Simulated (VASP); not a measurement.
Wanted: the native input for a VASP 6.6.1 run.

```yaml
Task: single point
Functional: PBE
Potentials_or_basis: VASP PAW PBE potentials, release 64 (Na_pv, Hf_pv, S)
Cutoff: 520 eV
k_mesh: 8 × 8 × 8
Occupations: gaussian, width 0.1 eV
Spin: no spin polarisation
Dipole_correction: no
k_mesh_for_the_DOS: 12 × 12 × 12
Occupations_for_the_DOS: tetrahedron
Further_INCAR_settings: ALGO = Fast; EDIFF = 1e-06
```

Crystal: NaHf4S.

```
CELL_PARAMETERS angstrom
0.00000 4.17442 4.17442
4.17442 0.00000 4.17442
4.17442 4.17442 0.00000
ATOMIC_POSITIONS crystal
Na 0.00000 0.00000 0.00000
Hf 0.62664 0.62664 0.12008
Hf 0.62664 0.12008 0.62664
Hf 0.12008 0.62664 0.62664
Hf 0.62664 0.62664 0.62664
S 0.25000 0.25000 0.25000
```

One way to write it, as run:

POSCAR

```
NaHf4S
1.0
    0.0000000000      4.1744225060      4.1744225060
    4.1744225060      0.0000000000      4.1744225060
    4.1744225060      4.1744225060      0.0000000000
Na Hf S
1 4 1
Direct
    0.0000000000      0.0000000000      0.0000000000
    0.6266406603      0.6266406603      0.1200780190
    0.6266406603      0.1200780190      0.6266406603
    0.1200780190      0.6266406603      0.6266406603
    0.6266406603      0.6266406603      0.6266406603
    0.2500000000      0.2500000000      0.2500000000
```

INCAR.step1

```
PREC = Accurate
ENCUT = 520
EDIFF = 1E-6
ISMEAR = 0
SIGMA = 0.1
LREAL = False
LASPH = True
NELM = 60
ALGO = Fast
ISIF = 2
LWAVE = False
LCHARG = True
LMAXMIX = 4
GGA = PE
NBANDS = 36
```

KPOINTS.step1

```
regular mesh
0
Gamma
  8 8 8
```

INCAR.step2

```
PREC = Accurate
ENCUT = 520
EDIFF = 1E-6
ISMEAR = -5
SIGMA = 0.1
LREAL = False
LASPH = True
NELM = 60
ALGO = Fast
ISIF = 2
LWAVE = False
LCHARG = False
LMAXMIX = 4
GGA = PE
LORBIT = 11
NEDOS = 2001
ICHARG = 11
```

KPOINTS.step2

```
regular mesh
0
Gamma
  12 12 12
```

Potentials or basis: VASP PAW PBE potentials, release 64 (Na_pv, Hf_pv, S).

Run with:

```console
$ cat potpaw_PBE.64/Na_pv/POTCAR potpaw_PBE.64/Hf_pv/POTCAR potpaw_PBE.64/S/POTCAR > POTCAR
$ cp INCAR.step1 INCAR
$ cp KPOINTS.step1 KPOINTS
$ mpirun -np 1 vasp_std > vasp.out
$ cp INCAR.step2 INCAR
$ cp KPOINTS.step2 KPOINTS
$ mpirun -np 1 vasp_std > vasp.out
```

It gave:

The valence electrons inside the program's atomic spheres are Na 6.10; Hf 8.33; S 3.53.

It took 15 min on 1 thread of Oxide Virtual Turin-like Processor, with other jobs on the host, peak memory 0.45 GiB.
